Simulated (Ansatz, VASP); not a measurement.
# One calculation of Rh, two programs

```
CELL_PARAMETERS angstrom
2.66968 0.00000 0.00000
-1.33484 2.31201 0.00000
0.00000 0.00000 4.30716
ATOMIC_POSITIONS crystal
Rh 0.33333 0.66667 0.25000
Rh 0.66667 0.33333 0.75000
```

Alike in both runs: task single point; functional LDA; k mesh 15 × 15 × 8; occupations fermi-dirac, width 0.1 eV; no spin polarisation.

|  | VASP | Ansatz |
| --- | --- | --- |
| version | VASP 6.6.1 | Ansatz 0.2.0 |
| potentials or method | VASP PAW LDA potentials, release 64 (Rh_sv_GW), cutoff 530 eV | plane waves (420 eV) with PAW, scalar-relativistic |
| valence electrons in the cell | 34 | 34 |

```csv
,VASP,Ansatz,Ansatz less VASP
pressure (GPa),-2.0,-0.1,+1.97
"traceless stress, the component that is largest in VASP (GPa)",-0.28,-0.29,-0.008
```

Ansatz warns that its potentials were made for another functional, while VASP's fit it. LDA's correlation is that of Perdew and Zunger in VASP and of Perdew and Wang (1992) in Ansatz.
